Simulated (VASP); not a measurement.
Set up this calculation in VASP 6.6.1, as the native input.

* Task: electric field gradients
* Functional: PBEsol
* Potentials or basis: VASP PAW PBE potentials, release 64 (Sn_d, S)
* Cutoff: 400 eV
* k mesh: 12 × 12 × 6
* Occupations: gaussian, width 0.01 eV
* Spin: no spin polarisation
* Dipole correction: no
* Further INCAR settings: ALGO = Normal; EDIFF = 1e-08; NBANDS = 20

The structure of SnS2 lies in POSCAR:

```
SnS2
1.0
    3.6509306397      0.0000000000      0.0000000000
   -1.8254653199      3.1617986815      0.0000000000
    0.0000000000      0.0000000000      6.0699247252
Sn S
1 2
Direct
    0.0000000000      0.0000000000      0.0000000000
    0.3333333333      0.6666666667      0.2428326065
    0.6666666667      0.3333333333      0.7571673935
```

One way to write it, as run:

INCAR

```
SYSTEM = SnS2
PREC = Accurate ; ENCUT = 400
EDIFF = 1E-8 ; ISMEAR = 0
SIGMA = 0.01 ; LREAL = .FALSE.
LASPH = .TRUE. ; NELM = 120
ALGO = Normal ; ISIF = 2
LWAVE = .FALSE. ; LCHARG = .FALSE.
GGA = PS ; LEFG = .TRUE.
NBANDS = 20 ; GGA_COMPAT = .FALSE.
```

KPOINTS

```
Automatic mesh
0
G
  12 12 6
  0 0 0
```

Potentials or basis: VASP PAW PBE potentials, release 64 (Sn_d, S).

The run is started by

```console
$ cat potpaw_PBE.64/Sn_d/POTCAR potpaw_PBE.64/S/POTCAR > POTCAR
$ mpirun -np 1 vasp_std > vasp.out
```

Results of the run:

| Item | Value |
| --- | --- |
| Pressure | -0.1 GPa |
| Band gap on the k mesh | 1.44 eV (least direct gap 1.83 eV) |
| Largest electric field gradient by atom | Sn +9.2; S -44.2 V/Å² |

Caveat: without QUAD_EFG the Cq values of the log hold for a quadrupole moment of 1 mb, not for the nuclei; the PAW data sets were made with another functional, which shifts forces and pressure a little; spin-orbit coupling is left out, which moves the levels of the heavy elements; this functional lacks dispersion, which binds the layers, so the pressure and a relaxed spacing across them are unreliable.

It took 2 min on 1 thread of Intel Xeon 8259CL, on a shared host, peak memory 0.22 GiB.
